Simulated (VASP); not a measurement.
Input of a VASP 6.6.1 run:

INCAR

```
SYSTEM = Ti
ALGO = Normal ; DIPOL = 0.5 0.5 0.497
EDIFF = 1E-7 ; ENCUT = 520
GGA = PE ; IDIPOL = 3
ISIF = 2 ; ISMEAR = 0
LASPH = .True. ; LCHARG = .False.
LDIPOL = .True. ; LREAL = .False.
LWAVE = .False. ; NBANDS = 64
NELM = 100 ; PREC = Accurate
SIGMA = 0.1
```

Contents of KPOINTS:

```
k-points
0
Gamma
  9 6 1
  0 0 0
```

POSCAR

```
Ti
1.0
    2.8422953800      0.0000000000      0.0000000000
    0.0000000000      4.6414489100      0.0000000000
    0.0000000000      0.0000000000     27.7189673421
Ti
9
Direct
    0.3333333300      0.5000000000      0.3066492303
    0.6666666700      0.0000000000      0.3549869279
    0.0000000000      0.5000000000      0.4033246151
    0.3333333300      0.0000000000      0.4516623128
    0.4199660174      0.5000000000      0.4968174349
   -0.1226576360      0.0000000000      0.5436328611
    0.3741792048      0.5000000000      0.5941779904
    0.3787300206      0.0000000000      0.6403160029
   -0.1222504572      0.5000000000      0.6795417780
```

Potentials or basis: VASP PAW PBE potentials, release 64 (Ti_sv).

Run with:

```bash
$ cat potpaw_PBE.64/Ti_sv/POTCAR > POTCAR
$ mpirun -np 1 vasp_std > vasp.out
```

Task: What does it give for the band gap on the k mesh?

Result: Zero (bands 54 and 55 overlap by 0.35 eV).

Task: Predict the largest force.

Result: 0.885 eV/Å.

Forces in eV/Å, atoms in the order of the input:
```
Ti  -0.215  0.000  0.858
Ti   0.299  0.000 -0.050
Ti  -0.565  0.000 -0.660
Ti   0.486  0.000 -0.140
Ti   0.009  0.000  0.003
Ti  -0.016  0.000  0.001
Ti   0.006  0.000  0.010
Ti   0.003  0.000  0.000
Ti  -0.008  0.000 -0.023
```
